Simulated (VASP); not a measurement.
Wanted: the native input for a VASP 6.6.1 run.

```yaml
Task: single point
Functional: PBE
Potentials_or_basis: VASP PAW PBE potentials, release 64 (Cu, O)
Cutoff: 520 eV
k_mesh: 8 × 8 × 8
Occupations: gaussian, width 0.1 eV
Spin: no spin polarisation
Dipole_correction: no
Further_INCAR_settings: ALGO = Normal; EDIFF = 1e-07; NBANDS = 44
```

The structure of CuO lies in POSCAR:

```
CuO
1.0
    4.2059423720      0.0000000000      0.0000000000
    0.0000000000      4.2176437167      0.0000000000
    0.0000000000      0.0000000000      4.9452116242
Cu O
4 4
Direct
    0.2500000000      0.2500000000      0.5000000000
    0.2500000000      0.7500000000      0.0000000000
    0.7500000000      0.7500000000      0.5000000000
    0.7500000000      0.2500000000      0.0000000000
    0.5000000000      0.0000000000      0.7500000000
    0.5000000000      0.0000000000      0.2500000000
    0.0000000000      0.5000000000      0.7500000000
    0.0000000000      0.5000000000      0.2500000000
```

This cell differs from its parent crystal: uniaxial strain along c: -4.0 %.

These files were run (other wordings do the same):

INCAR

```
SYSTEM = CuO
  PREC = Accurate
  ENCUT = 520
  EDIFF = 1E-7
  ISMEAR = 0
  SIGMA = 0.1
  LREAL = .FALSE.
  LASPH = .TRUE.
  NELM = 60
  ALGO = Normal
  ISIF = 2
  LWAVE = .FALSE.
  LCHARG = .FALSE.
  GGA = PE
  NBANDS = 44
```

KPOINTS

```
regular mesh
0
G
  8 8 8
  0 0 0
```

Potentials or basis: VASP PAW PBE potentials, release 64 (Cu, O).

Launch:

```bash
$ cat potpaw_PBE.64/Cu/POTCAR potpaw_PBE.64/O/POTCAR > POTCAR
$ mpirun -np 1 vasp_std > vasp.out
```

It gave:

| Property | Result |
| --- | --- |
| Pressure | 6.1 GPa |
| Band gap on the k mesh | zero (band 34 reaches 5.82 eV, above the bottom of band 35 at 4.61 eV) |

Caveat: the cell differs from its parent crystal (uniaxial strain along c: -4.0 %); semilocal functionals often make such compounds metallic where correlation or magnetic order opens a gap, which also shifts bond lengths.

It took 19 min on 1 thread of AMD EPYC 7R13 Processor (Zen 3), on a shared host, peak memory 0.41 GiB.
